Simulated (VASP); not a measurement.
Here is a VASP 6.6.1 calculation.

The input INCAR:

```
ALGO     = Normal         # electronic algorithm
EDIFF    = 1E-7           # SCF threshold, eV
EDIFFG   = -0.01          # ionic threshold
ENCUT    = 600            # plane-wave cutoff, eV
GGA      = PE             # functional
GGA_COMPAT= False        
IBRION   = 2              # ionic algorithm
ISIF     = 3              # what is computed and relaxed
ISMEAR   = 0              # smearing method
LASPH    = True           # aspherical terms in the spheres
LCHARG   = False          # write CHGCAR
LREAL    = False          # projectors in reciprocal space
LWAVE    = False          # write WAVECAR
NELM     = 120            # most SCF steps
NELMIN   = 4            
NSW      = 100            # ionic steps
PREC     = Accurate       # precision mode
SIGMA    = 0.1            # smearing width, eV
```

KPOINTS

```
k-points
0
Gamma
  8 8 4
```

The input POSCAR:

```
MgZnS
1.0
    3.6356108006      0.0000000000      0.0000000000
    0.0000000000      3.6356108006      0.0000000000
    0.0000000000      0.0000000000      8.2073288280
Mg Zn S
2 2 2
Direct
    0.5000000000      0.0000000000      0.8309582182
    0.0000000000      0.5000000000      0.1690417818
    0.0000000000      0.5000000000      0.5346832735
    0.5000000000      0.0000000000      0.4653167265
    0.0000000000      0.5000000000      0.8415996897
    0.5000000000      0.0000000000      0.1584003103
```

Potentials or basis: VASP PAW PBE potentials, release 64 (Mg, Zn, S).

Launch:

```console
$ cat potpaw_PBE.64/Mg/POTCAR potpaw_PBE.64/Zn/POTCAR potpaw_PBE.64/S/POTCAR > POTCAR
$ mpirun -np 1 vasp_std > vasp.out
```

(1) What does it give for the band gap on the k mesh?

(2) Predict the relaxed volume.

(3) Predict the relaxed cell.

Answers

(1) zero (bands 20 and 21 overlap by 2.43 eV).

(2) 18.01 Å³/atom.

(3) a = 3.639 Å, b = 3.639 Å, c = 8.159 Å, α = 90.00°, β = 90.00°, γ = 90.00°.
